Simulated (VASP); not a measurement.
# Te (P6_3/mmc) in VASP: further runs, part 2 of 2

VASP 6.6.1. Earlier steps stand in the parts before.

### 5 Single point, PBEsol

File INCAR:

```
PREC = Accurate ; ENCUT = 520
EDIFF = 1E-7 ; ISMEAR = -1
SIGMA = 0.1 ; LREAL = False
LASPH = True ; NELM = 100
ALGO = Normal ; ISIF = 2
LWAVE = False ; LCHARG = True
GGA = PS ; LELF = True
LVHAR = True ; NBANDS = 13
```

File KPOINTS:

```
regular mesh
0
Gamma
  11 11 8
```

File POSCAR:

```
Te
1.0
    3.9157862143      0.0000000000      0.0000000000
   -1.9578931071      3.3911703374      0.0000000000
    0.0000000000      0.0000000000      4.4233032558
Te
2
Direct
    0.3333333333      0.6666666667      0.2500000000
    0.6666666667      0.3333333333      0.7500000000
```

Potentials or basis: VASP PAW PBE potentials, release 64 (Te).

The run is started by

```bash
cat potpaw_PBE.64/Te/POTCAR > POTCAR
mpirun -np 1 vasp_std > vasp.out
```

OUTCAR:

```text
PREC = Accurate
   ENCUT = 520
   EDIFF = 1E-7
   ISMEAR = -1
   LREAL = False
   LASPH = True
   NELM = 100
   ISIF = 2
   GGA = PS

 ion  position               nearest neighbor table
   1  0.333  0.667  0.250-   2 3.16   2 3.16   2 3.16   2 3.16   2 3.16   2 3.16
   2  0.667  0.333  0.750-   1 3.16   1 3.16   1 3.16   1 3.16   1 3.16   1 3.16

  LATTYP: Found a hexagonal cell.
 ALAT       =     3.9157862143
 C/A-ratio  =     1.1296079545

  Lattice vectors:

 A1 = (   3.9157862143,   0.0000000000,   0.0000000000)
 A2 = (  -1.9578931071,   3.3911703374,   0.0000000000)
 A3 = (   0.0000000000,   0.0000000000,   4.4233032558)

Analysis of symmetry for initial positions (statically):
=====================================================================
 Subroutine PRICEL returns:
 Original cell was already a primitive cell.

 Routine SETGRP: Setting up the symmetry group for a
 hexagonal supercell.

 Subroutine GETGRP returns: Found 24 space group operations
 (whereof 12 operations were pure point group operations)
 out of a pool of 24 trial point group operations.

The static configuration has the point symmetry D_3d.
 The point group associated with its full space group is D_6h.

[... 167 lines left out ...]

 k-point     1 :       0.0000    0.0000    0.0000
  band No.  band energies     occupation
      1      -6.6222      2.00000
      2      -1.2004      2.00000
      3       2.4538      2.00000
      4       5.8623      2.00000
      5       5.8623      2.00000
      6       8.6015      0.00004
      7       8.6015      0.00004
      8      10.6040      0.00000
      9      11.1914      0.00000
     10      13.5032      0.00000
     11      15.4668      0.00000
     12      15.4668      0.00000
     13      16.8064      0.00000
[... 354 lines left out ...]
  band No.  band energies     occupation
      1      -5.9066      2.00000
      2      -1.9710      2.00000
      3       2.8511      2.00000
      4       4.5414      2.00000
      5       5.2556      2.00000
      6       7.0709      1.97636
      7       8.8507      0.00000
      8       9.4566      0.00000
      9      12.2667      0.00000
     10      13.4930      0.00000
     11      14.8735      0.00000
     12      16.1682      0.00000
     13      16.7879      0.00000

 [... further k-points ...]
[... 5 lines left out ...]
  --------------------------------------------------------------------------------------
  -------------------------------------------------------------------------------------
  Total        0.0674284      0.0674284     -0.1696493      0.0000000      0.0000000      0.0000000
  in kB        1.8392385      1.8392385     -4.6275098      0.0000000      0.0000000      0.0000000
  external PRESSURE =      -0.3163443 kB  Pullay stress =       0.0000000 kB

 VOLUME and BASIS-vectors are now :
 -----------------------------------------------------------------------------
  energy-cutoff  :      520.00
  volume of cell :       58.74
      direct lattice vectors                 reciprocal lattice vectors
     3.915786214  0.000000000  0.000000000     0.255376557  0.147441724  0.000000000
    -1.957893107  3.391170337  0.000000000     0.000000000  0.294883447  0.000000000
     0.000000000  0.000000000  4.423303256     0.000000000  0.000000000  0.226075388

 POSITION                                       TOTAL-FORCE (eV/Angst)
 -----------------------------------------------------------------------------------
     -0.00000      2.26078      1.10583        -0.000000      0.000000      0.000000
      1.95789      1.13039      3.31748         0.000000     -0.000000      0.000000
 -----------------------------------------------------------------------------------
    total drift:                                0.000000     -0.000000      0.000000

  FREE ENERGIE OF THE ION-ELECTRON SYSTEM (eV)
  ---------------------------------------------------
  free  energy   TOTEN  =        -6.8116462422 eV

  energy  without entropy=       -6.7756115889  energy(sigma->0) =       -6.79362892
```

OSZICAR:

```text
N       E                     dE             d eps       ncg     rms          rms(c)
DAV:   1     0.454830102962E+02    0.45483E+02   -0.46891E+03  2080   0.757E+02
DAV:   2    -0.409890353297E+01   -0.49582E+02   -0.47447E+02  2751   0.117E+02
DAV:   3    -0.677906408939E+01   -0.26802E+01   -0.26538E+01  2650   0.297E+01
DAV:   4    -0.681435287800E+01   -0.35289E-01   -0.35285E-01  2466   0.413E+00
DAV:   5    -0.681512084985E+01   -0.76797E-03   -0.76797E-03  2708   0.626E-01    0.107E+01
DAV:   6    -0.681265790930E+01    0.24629E-02   -0.26584E-03  2480   0.281E-01    0.661E+00
DAV:   7    -0.681167564966E+01    0.98226E-03   -0.50910E-03  2425   0.390E-01    0.172E-01
DAV:   8    -0.681164750775E+01    0.28142E-04   -0.17289E-04  2440   0.810E-02    0.122E-01
DAV:   9    -0.681164763884E+01   -0.13109E-06   -0.10017E-05  2708   0.193E-02    0.346E-02
DAV:  10    -0.681164672427E+01    0.91457E-06   -0.10529E-06  2445   0.591E-03    0.171E-02
DAV:  11    -0.681164625564E+01    0.46863E-06   -0.62256E-08  1945   0.170E-03    0.946E-04
DAV:  12    -0.681164624215E+01    0.13487E-07   -0.57794E-09  1385   0.539E-04
   1 F= -.68116462E+01 E0= -.67936289E+01  d E =-.360347E-01
```

stdout:

```text
POSCAR found type information on POSCAR Te
 POSCAR found :  1 types and       2 ions
 scaLAPACK will be used
 -----------------------------------------------------------------------------
|                                                                             |
|                                                                             |
|     You enforced a specific xc type in the INCAR file but a different       |
|     I HOPE YOU KNOW WHAT YOU ARE DOING!                                     |
|                                                                             |
 -----------------------------------------------------------------------------

 LDA part: xc-table for (Slater+PW92), standard interpolation
 POSCAR, INCAR and KPOINTS ok, starting setup
 FFT: planning ... GRIDC
 FFT: planning ... GRID_SOFT
 FFT: planning ... GRID
 WAVECAR not read
 entering main loop
```

It took 70 s on 1 thread of AMD EPYC 7R43 (Zen 3), shared host; peak memory 0.16 GiB.

Results:

```yaml
Free_energy: -6.8116 eV
Pressure: 0.0 GPa
Band_gap_on_the_k_mesh: zero (band 6 reaches 8.60 eV, above the bottom of band 7 at 6.13 eV)
```

Stress tensor (GPa, compression positive):
```
 0.18  0.00  0.00
 0.00  0.18  0.00
 0.00  0.00 -0.46
```

Caveat: the PAW data sets were made with another functional, which shifts forces and pressure a little; spin-orbit coupling is left out, which moves the levels of the heavy elements.

### 6 Single point, PBEsol (volume scaled by 1.08)

File INCAR:

```
PREC     = Accurate       # precision mode
ENCUT    = 520            # plane-wave cutoff, eV
EDIFF    = 1E-6           # SCF threshold, eV
ISMEAR   = -1             # smearing method
SIGMA    = 0.1            # smearing width, eV
LREAL    = False          # projectors in reciprocal space
LASPH    = True           # aspherical terms in the spheres
NELM     = 80             # most SCF steps
ALGO     = Normal         # electronic algorithm
ISIF     = 2              # what is computed and relaxed
LWAVE    = False          # write WAVECAR
LCHARG   = False          # write CHGCAR
GGA      = PS             # functional
NBANDS   = 13             # bands
```

KPOINTS is that of step 5.

File POSCAR:

```
Te
1.0
    4.0175401432      0.0000000000      0.0000000000
   -2.0087700716      3.4792918248      0.0000000000
    0.0000000000      0.0000000000      4.5382453034
Te
2
Direct
    0.3333333333      0.6666666667      0.2500000000
    0.6666666667      0.3333333333      0.7500000000
```

Potentials or basis: VASP PAW PBE potentials, release 64 (Te).

The run is started by

```bash
cat potpaw_PBE.64/Te/POTCAR > POTCAR
mpirun -np 1 vasp_std > vasp.out
```

Run time: 65 s. Hardware: 1 thread of AMD EPYC 7R43 (Zen 3), shared host; peak memory 0.16 GiB.

It converged, with:

- Free energy: -6.7509 eV
- Pressure: -3.8 GPa
- Band gap on the k mesh: zero (band 6 reaches 7.49 eV, above the bottom of band 7 at 5.13 eV)

Stress tensor (GPa, compression positive):
```
-2.87  0.00  0.00
 0.00 -2.87  0.00
 0.00  0.00 -5.74
```

Levels at points of the mesh, in eV from the Fermi level:
| k point | band 2 | band 3 | band 4 | band 5 | band 6 | band 7 | band 8 | band 9 | band 10 | band 11 |
| --- | --- | --- | --- | --- | --- | --- | --- | --- | --- | --- |
| (0.00, 0.00, 0.00) | -8.83 | -4.60 | -1.51 | -1.51 | 1.02 | 1.02 | 3.29 | 3.34 | 5.95 | 7.88 |
| (0.00, 0.00, 0.50) | -11.91 | -0.63 | -0.63 | -0.23 | -0.23 | -0.23 | -0.23 | 6.66 | 6.66 | 6.66 |

Caveat: the PAW data sets were made with another functional, which shifts forces and pressure a little; spin-orbit coupling is left out, which moves the levels of the heavy elements.

### 7 The runs side by side

| cell | k mesh | gap on the mesh (eV) | pressure (GPa) |
| --- | --- | --- | --- |
| a = 3.916, b = 3.916, c = 4.423 Å, angles 90.0, 90.0, 120.0°, 2 atoms | 11 × 11 × 6 | none | 0.0 |
| a = 3.752, b = 3.752, c = 4.239 Å, angles 90.0, 90.0, 120.0°, 2 atoms | 11 × 11 × 8 | none | 10.1 |
| a = 3.863, b = 3.863, c = 4.364 Å, angles 90.0, 90.0, 120.0°, 2 atoms | 11 × 11 × 8 | none | 2.6 |
| a = 3.916, b = 3.916, c = 4.423 Å, angles 90.0, 90.0, 120.0°, 2 atoms | 11 × 11 × 8 | none | 0.0 |
| a = 4.018, b = 4.018, c = 4.538 Å, angles 90.0, 90.0, 120.0°, 2 atoms | 11 × 11 × 8 | none | -3.8 |

Alike in all rows: task single point; level PBEsol; potentials or basis VASP PAW PBE potentials, release 64 (Te); no spin polarisation; cutoff (eV) 520; smearing fermi-dirac 0.1 eV.

Caveats: the PAW data sets were made with another functional, which shifts forces and pressure a little; spin-orbit coupling is left out, which moves the levels of the heavy elements.

Total energies depend on the potentials used, so only differences within one code and one set of settings carry meaning.
